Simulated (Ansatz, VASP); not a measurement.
## Two plane-wave programs on TaH

Contents of INCAR:

```
PREC = Accurate
ENCUT = 600
EDIFF = 1E-6
ISMEAR = 0
SIGMA = 0.1
LREAL = F
LASPH = T
NELM = 100
ALGO = Normal
ISIF = 3
LWAVE = F
LCHARG = F
GGA = PE
IBRION = 2
NSW = 80
EDIFFG = -0.001
```

File KPOINTS:

```
regular mesh
0
Gamma
  12 12 8
```

The input POSCAR:

```
TaH
1.0
    1.7539381733     -2.4174717632      0.0000000000
    1.7539381733      2.4174717632      0.0000000000
    0.0000000000      0.0000000000      4.8808916591
Ta H
2 2
Direct
    0.5000000000      0.0000000000      0.0000000000
    0.0000000000      0.5000000000      0.5000000000
    0.0000000000      0.0000000000      0.7500000000
    0.0000000000      0.0000000000      0.2500000000
```

Input for Ansatz:

```yaml
crystal:
  lattice:
    - [1.7539381733, -2.4174717632, 0.0]
    - [1.7539381733, 2.4174717632, 0.0]
    - [0.0, 0.0, 4.8808916591]
  atoms:
    - { symbol: Ta, position: [0.5, 0.0, 0.0] }
    - { symbol: Ta, position: [0.0, 0.5, 0.5] }
    - { symbol: H, position: [0.0, 0.0, 0.75] }
    - { symbol: H, position: [0.0, 0.0, 0.25] }
basis:
  ecutwfc: 420
kpoints:
  mp_grid: { grid: [12, 12, 8] }
hamiltonian:
  xc: pbe
scf:
  occupations: { method: gaussian, width: 0.1 }
output:
  forces: true
  stress: true
  eigenvalues: true
relax:
  adjacent_minimum: "off"
  f_tol: 0.001
  max_steps: 60
  cell: { stress_tol: 0.01 }
```

Alike in both runs: task relaxation of cell and atoms; functional PBE; k mesh 12 × 12 × 8; occupations gaussian, width 0.1 eV; no spin polarisation.

|  | VASP | Ansatz |
| --- | --- | --- |
| version | VASP 6.6.1 | Ansatz 0.2.0 |
| potentials or method | VASP PAW PBE potentials, release 64 (Ta_pv, H), cutoff 600 eV | scalar-relativistic, plane waves, PAW |
| valence electrons in the cell | 24 | 28 |

|  | VASP | Ansatz | Ansatz less VASP |
| --- | --- | --- | --- |
| gap on the k mesh at the Fermi level, each at its own relaxed structure (eV) | none | none | - |
| relaxed volume (Å³/atom) | 10.36 | 10.35 | -0.012 |
| relaxed cell length with the largest relative difference (Å) | 4.883 | 4.880 | -0.0027 |

A gap of «none» marks a metal or a gap that the smearing closes. VASP's potentials hold 24 valence electrons a cell and Ansatz's 28, so a difference there can come from the potentials and not from the codes.

Spin-orbit coupling is off throughout.
